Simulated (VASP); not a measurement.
# Na2C (P6/mmm) in VASP: further runs, part 2 of 2

VASP 6.6.1. Earlier steps stand in the parts before.

### Step 4. Relaxation of cell and atoms, PBE, collinear spin

This run uses another cell than the first one, of 15.31 Å³/atom.

Contents of INCAR:

```
SYSTEM = Na2C
PREC = Accurate
ENCUT = 600
EDIFF = 1E-6
ISMEAR = 0
SIGMA = 0.1
LREAL = .False.
LASPH = .True.
NELM = 150
ALGO = Normal
ISIF = 3
LWAVE = .False.
LCHARG = .False.
ISPIN = 2
MAGMOM = 0 0 0.7
LORBIT = 11
GGA = PE
IBRION = 2
NSW = 90
EDIFFG = -0.04
```

Contents of KPOINTS:

```
Automatic mesh
0
Gamma
  6 6 4
  0 0 0
```

Contents of POSCAR:

```
Na2C
1.0
    3.6626135041      0.0000000000      0.0000000000
   -1.8313067521      3.1719163388      0.0000000000
    0.0000000000      0.0000000000      3.9546491324
Na C
2 1
Direct
    0.3333333333      0.6666666667      0.5000000000
    0.6666666667      0.3333333333      0.5000000000
    0.0000000000      0.0000000000      0.0000000000
```

Potentials or basis: VASP PAW PBE potentials, release 64 (Na_pv, C).

Launch:

```sh
$ cat potpaw_PBE.64/Na_pv/POTCAR potpaw_PBE.64/C/POTCAR > POTCAR
$ mpirun -np 1 vasp_std > vasp.out
```

OUTCAR:

```text
SYSTEM = Na2C
   PREC = Accurate
   ENCUT = 600
   EDIFF = 1E-6
   ISMEAR = 0
   LREAL = .False.
   LASPH = .True.
   NELM = 150
   ISIF = 3
   ISPIN = 2
   LORBIT = 11
   GGA = PE
   IBRION = 2
   NSW = 90
   EDIFFG = -0.04

 ion  position               nearest neighbor table
   1  0.333  0.667  0.500-   2 2.11   2 2.11   2 2.11
   2  0.667  0.333  0.500-   1 2.11   1 2.11   1 2.11
   3  0.000  0.000  0.000-

  LATTYP: Found a hexagonal cell.
 ALAT       =     3.6626135041
 C/A-ratio  =     1.0797342193

  Lattice vectors:

 A1 = (   3.6626135041,   0.0000000000,   0.0000000000)
 A2 = (  -1.8313067521,   3.1719163388,   0.0000000000)
 A3 = (   0.0000000000,   0.0000000000,   3.9546491324)

Analysis of symmetry for initial positions (statically):
=====================================================================
 Subroutine PRICEL returns:
 Original cell was already a primitive cell.

 Routine SETGRP: Setting up the symmetry group for a
 hexagonal supercell.

 Subroutine GETGRP returns: Found 24 space group operations
 (whereof 24 operations were pure point group operations)
 out of a pool of 24 trial point group operations.

The static configuration has the point symmetry D_6h.

Analysis of symmetry for dynamics (positions and initial velocities):
=====================================================================
 Subroutine PRICEL returns:
 Original cell was already a primitive cell.

[... 442 lines left out ...]
 fundamental gap:      0.0693412909
 Fermi energy:         2.0917795431

 spin component 1

 k-point     1 :       0.0000    0.0000    0.0000
  band No.  band energies     occupation
      1     -22.6093      1.00000
      2     -22.6093      1.00000
      3     -22.3276      1.00000
      4     -22.2204      1.00000
      5     -22.2202      1.00000
      6     -22.2202      1.00000
      7      -7.7231      1.00000
      8       1.2397      1.00000
      9       1.2397      1.00000
     10       3.3028      0.00000
     11       4.0125      0.00000
     12       8.2054      0.00000
     13       8.2054      0.00000
[... 305 lines left out ...]
 k-point    21 :       0.3333    0.3333    0.5000
  band No.  band energies     occupation
      1     -22.6496      1.00000
      2     -22.4317      1.00000
      3     -22.4317      1.00000
      4     -22.3988      1.00000
      5     -22.3988      1.00000
      6     -22.1450      1.00000
      7      -5.9599      1.00000
      8      -0.0684      1.00000
      9       1.2074      1.00000
     10       1.2074      1.00000
     11       7.4139      0.00000
     12       7.4139      0.00000
     13       9.1904      0.00000
 Fermi energy:         2.0917795431

 spin component 2

 k-point     1 :       0.0000    0.0000    0.0000
  band No.  band energies     occupation
      1     -22.6073      1.00000
      2     -22.6072      1.00000
      3     -22.3245      1.00000
      4     -22.2168      1.00000
      5     -22.2138      1.00000
      6     -22.2138      1.00000
      7      -6.3656      1.00000
      8       2.5713      0.00000
      9       2.5713      0.00000
     10       3.7186      0.00000
     11       5.6743      0.00000
     12       8.3884      0.00000
     13       8.3885      0.00000
[... 348 lines left out ...]
  FREE ENERGIE OF THE ION-ELECTRON SYSTEM (eV)
  ---------------------------------------------------
  free  energy   TOTEN  =        -7.2447565104 eV

  energy  without entropy=       -7.2336261889  energy(sigma->0) =       -7.23919135

 reached required accuracy - stopping structural energy minimisation

 total charge

# of ion       s       p       d       tot
------------------------------------------
    1        0.096   5.991   0.000   6.088
    2        0.096   5.991   0.000   6.088
    3        0.938   1.156   0.000   2.093
--------------------------------------------------
tot          1.130  13.139   0.000  14.269

 magnetization (x)

# of ion       s       p       d       tot
------------------------------------------
    1       -0.010   0.009   0.000  -0.001
    2       -0.010   0.009   0.000  -0.001
    3        0.043   0.589   0.000   0.631
--------------------------------------------------
tot          0.023   0.606   0.000   0.630
```

It took 80 s on 1 thread of Intel Xeon 6975P-C (Granite Rapids), shared host; peak memory 0.19 GiB.

What came out:

- Free energy: -7.2448 eV
- Relaxed volume: 16.07 Å³/atom
- Relaxed cell: a = 4.328 Å, b = 4.328 Å, c = 2.972 Å, α = 90.00°, β = 90.00°, γ = 120.00°
- Space group after relaxing (to 0.1 Å): P6/mmm (No. 191)
- Energy gained by relaxing: 546.3 meV/atom
- Ionic steps: 8
- Pressure after relaxing: 0.0 GPa
- Net moment: 1.40 μB per cell
- Site moments: Na -0.00; C +0.63 μB
- Valence electrons inside the program's atomic spheres: Na 6.09; C 2.09

Stress tensor (GPa, compression positive):
```
 0.11  0.00  0.00
 0.00  0.11  0.00
 0.00  0.00 -0.26
```

Step by step:
```tsv
step	energy change (eV)	largest force (eV/Å)	pressure (GPa)	volume (Å³)
1	0.0000	0.0000	4.40	45.94
2	-0.9134	0.0000	1.12	48.40
3	-1.3257	0.0000	0.38	49.63
4	-1.6195	0.0000	-1.50	50.95
5	-1.6275	0.0000	-1.29	50.85
6	-1.6264	0.0000	-1.21	50.81
7	-1.6353	0.0000	-0.70	49.55
8	-1.6390	0.0000	-0.01	48.22
```

Final structure:
```cif
data_structure
_symmetry_space_group_name_H-M 'P 1'
_symmetry_Int_Tables_number 1
_cell_length_a 4.3284
_cell_length_b 4.3284
_cell_length_c 2.9722
_cell_angle_alpha 90.000
_cell_angle_beta 90.000
_cell_angle_gamma 120.000
_cell_volume 48.22
loop_
_atom_site_label
_atom_site_type_symbol
_atom_site_fract_x
_atom_site_fract_y
_atom_site_fract_z
_atom_site_occupancy
Na1 Na 0.33333 0.66667 0.50000 1
Na2 Na 0.66667 0.33333 0.50000 1
C1 C 0.00000 0.00000 0.00000 1
```

Caveat: the k points lie up to 0.53 Å⁻¹ apart in the final cell; a cell axis changed by over 15 % at a fixed basis, so the end point is rough.

### Step 5. Relaxation of cell and atoms, PBE

This run uses another cell than the first one, of 15.07 Å³/atom.

Contents of INCAR:

```
PREC = Accurate
ENCUT = 600
EDIFF = 1E-6
ISMEAR = 0
SIGMA = 0.1
LREAL = False
LASPH = True
NELM = 80
ALGO = Normal
ISIF = 3
LWAVE = False
LCHARG = False
GGA = PE
IBRION = 2
NSW = 100
EDIFFG = -0.01
```

Contents of KPOINTS:

```
regular mesh
0
Gamma
  12 12 16
```

Contents of POSCAR:

```
Na2C
1.0
    4.3204084007      0.0000000000      0.0000000000
   -2.1602042003      3.7415834297      0.0000000000
    0.0000000000      0.0000000000      2.7970790034
Na C
2 1
Direct
    0.3333333333      0.6666666667      0.5000000000
    0.6666666667      0.3333333333      0.5000000000
    0.0000000000      0.0000000000      0.0000000000
```

Launch:

```sh
$ cat potpaw_PBE.64/Na_pv/POTCAR potpaw_PBE.64/C/POTCAR > POTCAR
$ mpirun -np 1 vasp_std > vasp.out
```

Wall time 79 s (1 thread of Intel Xeon 6975P-C (Granite Rapids), shared host); peak memory 0.25 GiB.

It converged, with:

- Free energy: -7.4233 eV
- Relaxed volume: 15.05 Å³/atom
- Relaxed cell: a = 4.355 Å, b = 4.355 Å, c = 2.749 Å, α = 90.00°, β = 90.00°, γ = 120.00°
- Space group after relaxing (to 0.1 Å): P6/mmm (No. 191)
- Energy gained by relaxing: 2.0 meV/atom
- Ionic steps: 4
- Pressure after relaxing: -0.1 GPa
- Band gap on the k mesh: zero (bands 9 and 10 overlap by 1.53 eV)

The path:
```tsv
step	energy change (eV)	largest force (eV/Å)	pressure (GPa)	volume (Å³)
1	0.0000	0.0000	-0.04	45.22
2	-0.0042	0.0000	-0.05	45.19
3	-0.0060	0.0000	-0.10	45.16
4	-0.0060	0.0000	-0.10	45.15
```

Final structure:
```
Na C
1.0
     4.35512    0.00000    0.00000
    -2.17756    3.77164    0.00000
     0.00000    0.00000    2.74890
Na C
2 1
Direct
  0.33333 0.66667 0.50000
  0.66667 0.33333 0.50000
  0.00000 0.00000 0.00000
```

Levels at points of the mesh, in eV from the Fermi level:
| k point | band 7 | band 8 | band 9 | band 10 | band 11 | band 12 |
| --- | --- | --- | --- | --- | --- | --- |
| (0.00, 0.00, 0.00) | -9.44 | -0.50 | -0.50 | 1.38 | 3.59 | 5.97 |
| (0.50, 0.00, 0.00) | -8.95 | -2.87 | -0.88 | 2.93 | 3.62 | 6.07 |
| (0.00, 0.00, 0.50) | -7.24 | -2.34 | 0.99 | 0.99 | 4.67 | 7.46 |
| (0.50, 0.00, 0.50) | -7.04 | -1.85 | -0.44 | 0.57 | 5.24 | 6.14 |

### Step 6. Summary

| task | spin | cell | k mesh | cutoff (eV) | gap on the mesh (eV) | pressure (GPa) | moment (μB) | relaxed volume (Å³/atom) |
| --- | --- | --- | --- | --- | --- | --- | --- | --- |
| single point | collinear | a = 4.324, b = 4.324, c = 2.974 Å, angles 90.0, 90.0, 120.0°, 3 atoms | 6 × 6 × 4 | 520 | none | 0.2 | 1.40 | - |
| single point | off | a = 4.349, b = 4.349, c = 2.745 Å, angles 90.0, 90.0, 120.0°, 3 atoms | 12 × 12 × 16 | 520 | none | 0.1 | - | - |
| relaxation of cell and atoms | collinear | relaxed from a = 3.663, b = 3.663, c = 3.955 Å, angles 90.0, 90.0, 120.0°, 3 atoms | 6 × 6 × 4 | 600 | none | 0.0 | 1.40 | 16.07 |
| relaxation of cell and atoms | off | relaxed from a = 4.320, b = 4.320, c = 2.797 Å, angles 90.0, 90.0, 120.0°, 3 atoms | 12 × 12 × 16 | 600 | none | -0.1 | - | 15.05 |

Alike in all rows: level PBE; potentials or basis VASP PAW PBE potentials, release 64 (Na_pv, C); smearing gaussian 0.1 eV.

Caveats: some runs use coarse meshes; a cell axis changed by over 15 % at a fixed basis, so the end point is rough (at least some runs).

Absolute energies hang on the potentials; compare differences alone.
